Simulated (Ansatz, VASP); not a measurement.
## Two plane-wave programs on SiC

```
CELL_PARAMETERS angstrom
-6.15560 0.00000 0.00000
-3.07780 -5.33500 0.00000
-3.07780 0.00000 15.12190
ATOMIC_POSITIONS crystal
Si 0.98735 0.16730 0.85800
Si 0.48735 0.16730 0.85800
Si 0.98735 0.66730 0.85800
Si 0.48735 0.66730 0.85800
Si 0.90465 0.83270 0.35800
Si 0.40465 0.83270 0.35800
Si 0.90465 0.33270 0.35800
Si 0.40465 0.33270 0.35800
Si 0.98760 0.50070 0.52410
Si 0.48760 0.50070 0.52410
Si 0.98760 0.00070 0.52410
Si 0.48760 0.00070 0.52410
Si 0.73830 0.49930 0.02410
Si 0.23830 0.49930 0.02410
Si 0.73830 0.99930 0.02410
Si 0.23830 0.99930 0.02410
Si 0.73653 0.83570 0.69124
Si 0.23653 0.83570 0.69124
Si 0.73653 0.33570 0.69124
Si 0.23653 0.33570 0.69124
Si 0.82223 0.16430 0.19124
Si 0.32223 0.16430 0.19124
Si 0.82223 0.66430 0.19124
Si 0.32223 0.66430 0.19124
C 0.92685 0.49600 0.65030
C 0.42685 0.49600 0.65030
C 0.92685 0.99600 0.65030
C 0.42685 0.99600 0.65030
C 0.67285 0.50400 0.15030
C 0.17285 0.50400 0.15030
C 0.67285 0.00400 0.15030
C 0.17285 0.00400 0.15030
C 0.92915 0.16000 0.98170
C 0.42915 0.16000 0.98170
C 0.92915 0.66000 0.98170
C 0.42915 0.66000 0.98170
C 0.83915 0.84000 0.48170
C 0.33915 0.84000 0.48170
C 0.83915 0.34000 0.48170
C 0.33915 0.34000 0.48170
C 0.67710 0.82900 0.81680
C 0.17710 0.82900 0.81680
C 0.67710 0.32900 0.81680
C 0.17710 0.32900 0.81680
C 0.75610 0.17100 0.31680
C 0.25610 0.17100 0.31680
C 0.75610 0.67100 0.31680
C 0.25610 0.67100 0.31680
```

Alike in both runs: task single point; functional PBE; k mesh 2 × 2 × 2; occupations gaussian, width 0.05 eV; no spin polarisation.

|  | VASP | Ansatz |
| --- | --- | --- |
| version | VASP 6.6.1 | Ansatz 0.2.0 |
| potentials or method | VASP PAW PBE potentials, release 64 (Si, C), cutoff 520 eV | scalar-relativistic, plane waves, PAW |
| valence electrons in the cell | 192 | 192 |

|  | VASP | Ansatz | Ansatz less VASP |
| --- | --- | --- | --- |
| gap on the k mesh at the Fermi level (eV) | 1.86 | 1.86 | +0.002 |
| rms of the force components (eV/Å) | 0.358 | 0.358 | -0.0005 |

Atom by atom the forces differ by 0.002 eV/Å (rms over components).

The k mesh is coarse, so the values compare programs but aren't converged.
